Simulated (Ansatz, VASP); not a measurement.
## One calculation of InP, two programs

```
In P
1.0
     0.00000    2.89257    2.89257
     2.89257    0.00000    2.89257
     2.89257    2.89257    0.00000
In P
1 1
Direct
  0.00000 0.00000 0.00000
  0.50000 0.50000 0.50000
```

Change from the starting cell: volume scaled by 1.04, PAW files.

Alike in both runs: task electric field gradients; functional LDA; k mesh 11 × 11 × 11; occupations fermi-dirac, width 0.05 eV; no spin polarisation.

|  | VASP | Ansatz |
| --- | --- | --- |
| version | VASP 6.6.1 | Ansatz 0.2.0 |
| potentials or method | VASP PAW LDA potentials, release 64 (In_d, P) | PAW with Ansatz's default frozen-core files, scalar-relativistic |
| plane-wave cutoff (eV) | 520 | 420 |
| valence electrons in the cell | 18 | 18 |

Ansatz gave:

* pressure (GPa): -10.9

Question: Which values does VASP return?

Answer: Pressure (GPa): -11.0.

LDA's correlation is that of Perdew and Zunger in VASP and of Perdew and Wang (1992) in Ansatz.
